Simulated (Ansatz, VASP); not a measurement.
## HgTe in VASP and in Ansatz

The input INCAR:

```
ALGO = Normal
EDIFF = 1E-8
ENCUT = 520
GGA = PS
ISIF = 2
ISMEAR = -1
LASPH = True
LCHARG = False
LEFG = True
LREAL = False
LWAVE = False
NBANDS = 16
NELM = 80
PREC = Accurate
SIGMA = 0.05
```

File KPOINTS:

```
k-points
0
Gamma
  9 9 9
```

Contents of POSCAR:

```
HgTe
1.0
   -0.0322350000      3.2073825000      3.2073825000
    3.2073825000     -0.0322350000      3.2073825000
    3.2073825000      3.2073825000     -0.0322350000
Hg Te
1 1
Direct
    0.0000000000      0.0000000000      0.0000000000
    0.7500000000      0.7500000000      0.7500000000
```

Input for Ansatz:

```yaml
crystal:
  lattice:
    - [-0.032235, 3.2073825, 3.2073825]
    - [3.2073825, -0.032235, 3.2073825]
    - [3.2073825, 3.2073825, -0.032235]
  atoms:
    - { symbol: Hg, position: [0.0, 0.0, 0.0] }
    - { symbol: Te, position: [0.75, 0.75, 0.75] }
kpoints:
  mp_grid: { grid: [9, 9, 9] }
scf:
  occupations: { method: fermi_dirac, width: 0.05 }
hamiltonian:
  xc: pbesol
  pseudopotentials: { kind: all_electron, datasets: crystal }
output:
  forces: true
  stress: true
  eigenvalues: true
  efg: { contact_densities: true }
```

Change from the starting cell: equal xy, yz and zx shear strains of -1 %, crystal datasets.

Alike in both runs: task electric field gradients; functional PBEsol; k mesh 9 × 9 × 9; occupations fermi-dirac, width 0.05 eV; no spin polarisation.

|  | VASP | Ansatz |
| --- | --- | --- |
| version | VASP 6.6.1 | Ansatz 0.2.0 |
| potentials or method | VASP PAW PBE potentials, release 64 (Hg, Te), cutoff 520 eV | all-electron PAW with datasets made for the crystal, scalar-relativistic |

|  | VASP | Ansatz | Ansatz less VASP |
| --- | --- | --- | --- |
| pressure (GPa) | 1.5 | 1.4 | -0.12 |
| traceless stress, the component that is largest in VASP (GPa) | 0.43 | 0.43 | -0.006 |
| rms of the force components (eV/Å) | 0.064 | 0.063 | -0.0019 |
| size of Vzz on the site where it differs most (V/Å²) | 28.3 | 23.1 | -5.18 |

VASP's potentials were made for PBE, not for PBEsol. Atom by atom the forces differ by 0.002 eV/Å (rms over components). Ansatz ran all-electron here, and VASP with PAW potentials.

Neither program's run includes spin-orbit coupling.
